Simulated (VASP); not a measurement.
# Ti (P6/mmm) in VASP: further runs

Runs on Ti. Level: LDA. Tasks: single point, relaxation of cell and atoms.

Program: VASP 6.6.1. These are calculated values, not measurements. Logs are shortened: lines on timing, memory, paths and dates and some standing lists are left out, and cuts for length are marked.

## 1. The cell of the first run

It takes space group P6/mmm (No. 191, hexagonal). The conventional cell has a = 4.625 Å, b = 4.625 Å, c = 2.876 Å, α = 90.00°, β = 90.00°, γ = 120.00°. Within 3.8 Å of Ti (site symmetry 6/mmm) lie 14 Ti at 2.88 to 3.03 Å. Within 3.5 Å of Ti (site symmetry -6m2) lie 11 Ti at 2.67 to 3.03 Å.

## 2. Single point, LDA (volume scaled by 1.12)

Input file INCAR:

```
SYSTEM = Ti
  PREC = Accurate
  ENCUT = 520
  EDIFF = 1E-6
  ISMEAR = -1
  SIGMA = 0.1
  LREAL = .False.
  LASPH = .True.
  NELM = 60
  ALGO = Normal
  ISIF = 2
  LWAVE = .False.
  LCHARG = .False.
  GGA = CA
  NBANDS = 25
```

Input file KPOINTS:

```
Automatic mesh
0
Gamma
  9 9 13
  0 0 0
```

Input file POSCAR:

```
Ti
1.0
    4.6251711113      0.0000000000      0.0000000000
   -2.3125855556      4.0055156792      0.0000000000
    0.0000000000      0.0000000000      2.8764208160
Ti
3
Direct
    0.0000000000      1.0000000000      0.0000000000
    0.3333333333      0.6666666667      0.5000000000
    0.6666666667      0.3333333333      0.5000000000
```

Potentials or basis: VASP PAW LDA potentials, release 64 (Ti_sv).

On the command line:

```sh
$ cat potpaw_LDA.64/Ti_sv/POTCAR > POTCAR
$ mpirun -np 1 vasp_std > vasp.out
```

OUTCAR:

```text
SYSTEM = Ti
   PREC = Accurate
   ENCUT = 520
   EDIFF = 1E-6
   ISMEAR = -1
   LREAL = .False.
   LASPH = .True.
   NELM = 60
   ISIF = 2
   GGA = CA

 ion  position               nearest neighbor table
   1  0.000  0.000  0.000-
   2  0.333  0.667  0.500-   3 2.67   3 2.67   3 2.67
   3  0.667  0.333  0.500-   2 2.67   2 2.67   2 2.67

  LATTYP: Found a hexagonal cell.
 ALAT       =     4.6251711113
 C/A-ratio  =     0.6219058164

  Lattice vectors:

 A1 = (   4.6251711113,   0.0000000000,   0.0000000000)
 A2 = (  -2.3125855556,   4.0055156792,   0.0000000000)
 A3 = (   0.0000000000,   0.0000000000,   2.8764208160)

Analysis of symmetry for initial positions (statically):
=====================================================================
 Subroutine PRICEL returns:
 Original cell was already a primitive cell.

 Routine SETGRP: Setting up the symmetry group for a
 hexagonal supercell.

 Subroutine GETGRP returns: Found 24 space group operations
 (whereof 24 operations were pure point group operations)
 out of a pool of 24 trial point group operations.

The static configuration has the point symmetry D_6h.

Analysis of symmetry for dynamics (positions and initial velocities):
=====================================================================
 Subroutine PRICEL returns:
 Original cell was already a primitive cell.

 Routine SETGRP: Setting up the symmetry group for a
 hexagonal supercell.

 Subroutine GETGRP returns: Found 24 space group operations
 (whereof 24 operations were pure point group operations)
 out of a pool of 24 trial point group operations.

The dynamic configuration has the point symmetry D_6h.

 Subroutine INISYM returns: Found 24 space group operations
 (whereof 24 operations are pure point group operations),
 and found     1 'primitive' translations

----------------------------------------------------------------------------------------

                                     Primitive cell

  volume of cell :      53.2891

  direct lattice vectors                    reciprocal lattice vectors
     4.625171111  0.000000000  0.000000000     0.216208217  0.124827872  0.000000000
    -2.312585556  4.005515679  0.000000000     0.000000000  0.249655745  0.000000000
[... 80 lines left out ...]
   ICHARG =      2    charge: 1-file 2-atom 10-const
   ISPIN  =      1    spin polarized calculation?
   LNONCOLLINEAR =      F non collinear calculations
   LSORBIT =      F    spin-orbit coupling
   LASPH  =      T    aspherical Exc in radial PAW
   ENCUT  =  520.0 eV  38.22 Ry    6.18 a.u.   8.60  8.60  5.35*2*pi/ulx,y,z
   NELM   =     60;   NELMIN=  2; NELMDL= -5     # of ELM steps
   EDIFF  = 0.1E-05   stopping-criterion for ELM
   LREAL  =      F    real-space projection
   EDIFFG = 0.1E-04   stopping-criterion for IOM
   NSW    =      0    number of steps for IOM
   IBRION =     -1    ionic relax: 0-MD 1-quasi-New 2-CG
   NFREE  =      0    steps in history (QN), initial steepest desc. (CG)
   ISIF   =      2    stress and relaxation
   ISYM   =      2    0-nonsym 1-usesym 2-fastsym
   POTIM  = 0.5000    time-step for ionic-motion
   TEBEG  =    0.0;   TEEND  =   0.0 temperature during run
   PSTRESS=    0.0 pullay stress
   NELECT =      36.0000    total number of electrons
   NUPDOWN=      -1.0000    fix difference up-down
   EMIN   =  10.00;   EMAX   =-10.00  energy-range for DOS
   EFERMI =   0.00;   METHOD = LEGACY
   ISMEAR =    -1;   SIGMA  =   0.10  broadening in eV -4-tet -1-fermi 0-gaus
   EFERMI_NEDOS =   21; number of points for ismear=-14 and -15
   IALGO  =     38    algorithm
   IMIX   =      4    mixing-type and parameters
     AMIX     =   0.40;   BMIX     =  1.00
     AMIX_MAG =   1.60;   BMIX_MAG =  1.00
  volume/ion in A,a.u.               =      17.76       119.87
  Fermi-wavevector in a.u.,A,eV,Ry     =   1.436469  2.714532 28.074830  2.063442
  Thomas-Fermi vector in A             =   2.555653
   LORBIT       =      0    0 simple, 1 ext, 2 COOP (PROOUT), +10 PAW based schemes
   GGA     = CA    functional components
   LHFCALC =     F    Hartree Fock is set to
   AEXX    =    0.0000 exact exchange contribution
   IVDW    =     0    specifies the selected vdW correction
   LEPSILON=     F    determine dielectric tensor
   LRPA    =     F    only Hartree local field effects (RPA)
 non-spin polarized calculation
  energy-cutoff  :      520.00
  volume of cell :       53.29
 maximum number of plane-waves:      1449
 NGX is ok and might be reduce to    36
   NGX = 17   NGY = 17   NGZ = 11

 number of electron      35.9999995 magnetization

 Free energy of the ion-electron system (eV)
  ---------------------------------------------------
  ext. energy  EPLUGINS =         0.00000000
  ---------------------------------------------------
  free energy    TOTEN  =       -25.53828638 eV

  energy without entropy =      -25.42420618  energy(sigma->0) =      -25.48124628

 E-fermi :   7.7250     XC(G=0): -11.6751

 val. band max:        7.7127663591   @ k =   0.0000   0.0000   0.0000
 cond. band min:       7.7265684828   @ k =   0.3333   0.3333   0.2308
 fundamental gap:      0.0138021237
 Fermi energy:         7.7250041455

 k-point     1 :       0.0000    0.0000    0.0000
  band No.  band energies     occupation
      1     -48.4909      2.00000
      2     -48.2441      2.00000
      3     -48.0900      2.00000
      4     -25.1815      2.00000
      5     -25.1815      2.00000
      6     -25.0715      2.00000
[... 661 lines left out ...]
     24       9.4479      0.00000
     25      10.4427      0.00000

 [... further k-points ...]

------------------------ aborting loop because EDIFF is reached ----------------------------------------

  FORCE on cell =-STRESS in cart. coord.  units (eV):
  Direction    XX          YY          ZZ          XY          YZ          ZX
  --------------------------------------------------------------------------------------
  -------------------------------------------------------------------------------------
  Total       -3.8590968     -3.8590968     -4.0283320     -0.0000000      0.0000000      0.0000000
  in kB     -116.0266071   -116.0266071   -121.1147891     -0.0000000      0.0000000      0.0000000
  external PRESSURE =    -117.7226678 kB  Pullay stress =       0.0000000 kB

 VOLUME and BASIS-vectors are now :
 -----------------------------------------------------------------------------
  energy-cutoff  :      520.00
  volume of cell :       53.29
      direct lattice vectors                 reciprocal lattice vectors
     4.625171111  0.000000000  0.000000000     0.216208217  0.124827872  0.000000000
    -2.312585556  4.005515679  0.000000000     0.000000000  0.249655745  0.000000000
     0.000000000  0.000000000  2.876420816     0.000000000  0.000000000  0.347654277

 POSITION                                       TOTAL-FORCE (eV/Angst)
 -----------------------------------------------------------------------------------
      0.00000      0.00000      0.00000         0.000000      0.000000      0.000000
     -0.00000      2.67034      1.43821        -0.000000      0.000000     -0.000000
      2.31259      1.33517      1.43821         0.000000     -0.000000      0.000000
 -----------------------------------------------------------------------------------
    total drift:                                0.000000      0.000000     -0.000000

  FREE ENERGIE OF THE ION-ELECTRON SYSTEM (eV)
  ---------------------------------------------------
  free  energy   TOTEN  =       -25.5382863775 eV

  energy  without entropy=      -25.4242061825  energy(sigma->0) =      -25.48124628
```

OSZICAR:

```text
N       E                     dE             d eps       ncg     rms          rms(c)
DAV:   1     0.424530982643E+03    0.42453E+03   -0.18582E+04  4200   0.176E+03
DAV:   2     0.190119667856E+02   -0.40552E+03   -0.39905E+03  4242   0.513E+02
DAV:   3    -0.253863031724E+02   -0.44398E+02   -0.43244E+02  7767   0.144E+02
DAV:   4    -0.288070307810E+02   -0.34207E+01   -0.33980E+01  5905   0.364E+01
DAV:   5    -0.289757502568E+02   -0.16872E+00   -0.16866E+00  6568   0.683E+00    0.141E+01
DAV:   6    -0.255490701208E+02    0.34267E+01   -0.12979E+01  5320   0.327E+01    0.332E+00
DAV:   7    -0.255257153588E+02    0.23355E-01   -0.11644E+00  6368   0.673E+00    0.234E+00
DAV:   8    -0.255810034597E+02   -0.55288E-01   -0.50882E-01  6226   0.742E+00    0.259E+00
DAV:   9    -0.255505820719E+02    0.30421E-01   -0.57711E-01  6150   0.596E+00    0.842E-01
DAV:  10    -0.255377032597E+02    0.12879E-01   -0.73461E-02  5713   0.286E+00    0.858E-02
DAV:  11    -0.255381729352E+02   -0.46968E-03   -0.51462E-03  5844   0.596E-01    0.121E-01
DAV:  12    -0.255383020707E+02   -0.12914E-03   -0.49510E-04  5833   0.184E-01    0.396E-02
DAV:  13    -0.255382885161E+02    0.13555E-04   -0.14447E-04  6019   0.836E-02    0.148E-02
DAV:  14    -0.255382860606E+02    0.24556E-05   -0.15316E-05  6411   0.403E-02    0.521E-03
DAV:  15    -0.255382863775E+02   -0.31692E-06   -0.59083E-07  2813   0.716E-03
   1 F= -.25538286E+02 E0= -.25481246E+02  d E =-.114080E+00
```

Wall time 44 s (1 thread of Intel Xeon 6975P-C (Granite Rapids), shared host); peak memory 0.21 GiB.

Results:

```
Free energy            : -25.5383 eV
Pressure               : -11.8 GPa
Band gap on the k mesh : zero (band 18 reaches 7.93 eV, above the bottom of band 19 at 7.67 eV)
```

Levels at points of the mesh, in eV from the Fermi level:
```csv
k point,band 15,band 16,band 17,band 18,band 19,band 20,band 21,band 22
"(0.00, 0.00, 0.00)",-0.65,-0.65,-0.54,-0.54,-0.01,0.67,1.24,1.24
```

Caveat: the cell differs from its parent crystal (volume scaled by 1.12).

## 3. Single point, LDA

This run uses another cell than the first one, of 15.86 Å³/atom, 0.893 times its volume.

Input file INCAR:

```
SYSTEM = Ti
PREC = Accurate ; ENCUT = 520
EDIFF = 1E-6 ; ISMEAR = -1
SIGMA = 0.1 ; LREAL = .False.
LASPH = .True. ; NELM = 80
ALGO = Normal ; ISIF = 2
LWAVE = .False. ; LCHARG = .True.
LELF = .True. ; LVHAR = .True.
NBANDS = 25
```

Input file KPOINTS:

```
regular mesh
0
Gamma
  11 11 15
  0 0 0
```

Input file POSCAR:

```
Ti
1.0
    4.4537085845      0.0000000000      0.0000000000
   -2.2268542923      3.8570247752      0.0000000000
    0.0000000000      0.0000000000      2.7697872733
Ti
3
Direct
    0.0000000000      1.0000000000      0.0000000000
    0.3333333333      0.6666666667      0.5000000000
    0.6666666667      0.3333333333      0.5000000000
```

Potentials or basis: VASP PAW LDA potentials, release 64 (Ti_sv).

On the command line:

```sh
$ cat potpaw_LDA.64/Ti_sv/POTCAR > POTCAR
$ mpirun -np 1 vasp_std > vasp.out
```

Wall time 69 s (1 thread of Intel Xeon 6975P-C (Granite Rapids), shared host); peak memory 0.23 GiB.

The run converged. Its results:

- Free energy: -25.7677 eV
- Pressure: -0.1 GPa
- Band gap on the k mesh: zero (band 18 reaches 9.24 eV, above the bottom of band 19 at 8.84 eV)

Levels at points of the mesh, in eV from the Fermi level:
```tsv
k point	band 15	band 16	band 17	band 18	band 19	band 20	band 21	band 22
(0.00, 0.00, 0.00)	-0.67	-0.67	-0.56	-0.56	0.01	0.74	1.38	1.38
```

## 4. Relaxation of cell and atoms, LDA

This run uses another cell than the first one, of 17.66 Å³/atom, 0.994 times its volume.

Input file INCAR:

```
PREC     = Accurate       # precision mode
ENCUT    = 600            # plane-wave cutoff, eV
EDIFF    = 1E-6           # SCF threshold, eV
ISMEAR   = -1             # smearing method
SIGMA    = 0.1            # smearing width, eV
LREAL    = F              # projectors in reciprocal space
LASPH    = T              # aspherical terms in the spheres
NELM     = 100            # most SCF steps
ALGO     = Normal         # electronic algorithm
ISIF     = 3              # what is computed and relaxed
LWAVE    = F              # write WAVECAR
LCHARG   = F              # write CHGCAR
GGA      = CA             # functional
IBRION   = 2              # ionic algorithm
NSW      = 80             # ionic steps
EDIFFG   = -0.01          # ionic threshold
```

Input file KPOINTS:

```
regular mesh
0
Gamma
  8 8 11
```

Input file POSCAR:

```
Ti
1.0
    4.6382998794      0.0000000000      0.0000000000
   -2.3191499397      4.0168855259      0.0000000000
    0.0000000000      0.0000000000      2.8432778261
Ti
3
Direct
    0.0000000000      0.0000000000      0.0000000000
    0.3333333333      0.6666666667      0.5000000000
    0.6666666667      0.3333333333      0.5000000000
```

On the command line:

```sh
$ cat potpaw_LDA.64/Ti_sv/POTCAR > POTCAR
$ mpirun -np 1 vasp_std > vasp.out
```

Run time: 19 min. Hardware: 1 thread of AMD EPYC 7R13, shared host; peak memory 0.18 GiB.

It converged, with:

| Item | Value |
| --- | --- |
| Free energy | -25.7696 eV |
| Relaxed volume | 15.84 Å³/atom |
| Relaxed cell | a = 4.452 Å, b = 4.452 Å, c = 2.769 Å, α = 90.00°, β = 90.00°, γ = 120.00° |
| Space group after relaxing (to 0.05 Å) | P6/mmm (No. 191) |
| Energy gained by relaxing | 70.4 meV/atom |
| Ionic steps | 9 |
| Pressure after relaxing | 0.0 GPa |
| Band gap on the k mesh | zero (band 18 reaches 9.24 eV, above the bottom of band 19 at 8.85 eV) |

The path:
```
step  energy change (eV)  largest force (eV/Å)  pressure (GPa)  volume (Å³)
   1              0.0000                0.0000          -11.21        52.97
   2             -0.0984                0.0000           10.99        44.05
   3             -0.2099                0.0000           -0.03        47.54
   4             -0.2098                0.0000            0.24        47.44
   5             -0.2112                0.0000            0.22        47.44
   6             -0.2112                0.0000            0.21        47.44
   7             -0.2112                0.0000            0.22        47.44
   8             -0.2113                0.0000           -0.14        47.58
   9             -0.2113                0.0000           -0.04        47.52
```

Final structure:
```
Ti
1.0
     4.45163    0.00000    0.00000
    -2.22581    3.85522    0.00000
     0.00000    0.00000    2.76872
Ti
3
Direct
  0.00000 0.00000 0.00000
  0.33333 0.66667 0.50000
  0.66667 0.33333 0.50000
```

Levels at points of the mesh, in eV from the Fermi level:
| k point | band 14 | band 15 | band 16 | band 17 | band 18 | band 19 | band 20 | band 21 | band 22 |
| --- | --- | --- | --- | --- | --- | --- | --- | --- | --- |
| (0.00, 0.00, 0.00) | -2.16 | -0.67 | -0.67 | -0.56 | -0.56 | 0.02 | 0.74 | 1.38 | 1.38 |
| (0.50, 0.00, 0.00) | -3.48 | -2.79 | -0.48 | -0.46 | -0.39 | 0.05 | 0.61 | 1.04 | 1.53 |

## 5. Summary

| task | cell | k mesh | cutoff (eV) | gap on the mesh (eV) | pressure (GPa) |
| --- | --- | --- | --- | --- | --- |
| single point | a = 4.625, b = 4.625, c = 2.876 Å, angles 90.0, 90.0, 120.0°, 3 atoms | 9 × 9 × 13 | 520 | none | -11.8 |
| single point | a = 4.454, b = 4.454, c = 2.770 Å, angles 90.0, 90.0, 120.0°, 3 atoms | 11 × 11 × 15 | 520 | none | -0.1 |
| relaxation of cell and atoms | relaxed from a = 4.638, b = 4.638, c = 2.843 Å, angles 90.0, 90.0, 120.0°, 3 atoms | 8 × 8 × 11 | 600 | none | 0.0 |

Alike in all rows: level LDA; potentials or basis VASP PAW LDA potentials, release 64 (Ti_sv); no spin polarisation; smearing fermi-dirac 0.1 eV.

Total energies depend on the potentials used, so only differences within one code and one set of settings carry meaning.
